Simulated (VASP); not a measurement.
**H6AuC16: single point with PBE**

System: H6AuC16, a slab with vacuum.

```
CELL_PARAMETERS angstrom
5.04874 0.00000 0.00000
2.52437 4.37234 0.00000
0.00000 0.00000 17.77643
ATOMIC_POSITIONS crystal
H 0.16667 0.16667 0.05625
H 0.66667 0.16667 0.05625
H 0.16667 0.66667 0.05625
H 0.66667 0.66667 0.05625
H 0.00166 0.49899 0.32471
H 0.49929 0.49902 0.32471
C 0.16667 0.16667 0.11813
C 0.66667 0.16667 0.11813
C 0.16667 0.66667 0.11813
C 0.66667 0.66667 0.11813
C 0.83333 0.33333 0.14712
C 0.33333 0.33333 0.14712
C 0.83333 0.83333 0.14712
C 0.33333 0.83333 0.14712
C 0.83344 0.33312 0.23536
C 0.33321 0.33357 0.23521
C 0.83362 0.83382 0.23600
C 0.33257 0.83381 0.23599
C 0.99965 0.00071 0.25611
C 0.49936 0.00127 0.26187
C 0.00080 0.49962 0.26247
C 0.49957 0.49962 0.26247
Au 0.49883 0.00207 0.37996
```

```yaml
Program: VASP 6.6.1
Task: single point
Functional: PBE
Potentials_or_basis: VASP PAW PBE potentials, release 64 (H, C, Au)
Cutoff: 520 eV
k_mesh: 2 × 2 × 1
Occupations: fermi-dirac, width 0.05 eV
Spin: collinear spin
Starting_moments: "[0.0, 0.0, 0.0, 0.0, 0.0, 0.0, 0.0, 0.0, 0.0, 0.0, 0.0, 0.0, 0.0, 0.0, 0.0, 0.0, 0.0, 0.0, 0.0, 0.0, 0.0, 0.0, 1.0] μB"
```

* Largest force: 1.417 eV/Å
* Band gap on the k mesh: 1.07 eV (least direct gap 1.18 eV)
* Net moment: 1.00 μB per cell
* Site moments: H +0.00, -0.00 (each value once); C -0.00, +0.01, +0.03, +0.00, -0.01, +0.41 (each value once); Au +0.03 μB
* Valence electrons inside the program's atomic spheres: H 0.69, 0.68 (each value once); C 2.59, 2.55, 2.58, 2.53, 2.49, 2.61 (each value once); Au 9.67

Forces on the atoms (eV/Å):
```
H   -0.006 -0.006 -0.195
H    0.006 -0.006 -0.195
H    0.000  0.008 -0.173
H    0.000  0.002 -0.229
H    0.008  0.001  0.008
H   -0.007  0.001  0.008
C   -0.004  0.010  1.276
C    0.004  0.010  1.277
C    0.000 -0.012  1.417
C    0.000 -0.016  1.236
C    0.000  0.130 -1.140
C    0.000 -0.155 -0.935
C   -0.240  0.021 -1.236
C    0.240  0.021 -1.238
C   -0.001  0.015  0.016
C    0.001  0.006  0.023
C   -0.009 -0.015  0.002
C    0.008 -0.014  0.004
C   -0.001 -0.003  0.025
C    0.000  0.008 -0.038
C    0.003  0.000  0.013
C   -0.003 -0.001  0.015
Au   0.001 -0.005  0.057
```

Levels at points of the mesh, in eV from the valence-band top:
Spin up:
```
           k point  band 37  band 38  band 39  band 40  band 41  band 42  band 43  band 44  band 45  band 46
(0.00, 0.00, 0.00)    -1.97    -1.51    -0.64    -0.63    -0.11     1.11     2.74     4.18     4.83     5.32
(0.50, 0.00, 0.00)    -2.22    -2.16    -2.08    -1.18    -0.16     1.60     3.50     4.03     4.05     5.23
(0.50, 0.50, 0.00)    -2.22    -2.16    -2.08    -1.18    -0.16     1.60     3.50     4.03     4.05     5.23
(0.00, 0.50, 0.00)    -2.29    -2.23    -2.17    -1.28     0.00     1.65     3.40     4.03     4.04     5.41
```
Spin down:
```tsv
k point	band 38	band 39	band 40	band 41	band 42	band 43
(0.00, 0.00, 0.00)	-1.41	-0.60	-0.58	1.07	1.50	2.86
(0.50, 0.00, 0.00)	-2.15	-2.06	-1.15	1.41	1.66	3.67
(0.50, 0.50, 0.00)	-2.15	-2.06	-1.15	1.41	1.66	3.67
(0.00, 0.50, 0.00)	-2.19	-2.15	-1.25	1.45	1.98	3.42
```

It took 12 min on 1 thread of AMD EPYC 7R13 Processor (Zen 3), with other jobs on the host, peak memory 0.7 GiB.

Caveat: the k points lie up to 0.72 Å⁻¹ apart; there is no dipole correction, which matters where the two faces differ; spin-orbit coupling is left out, which moves the levels of the heavy elements.
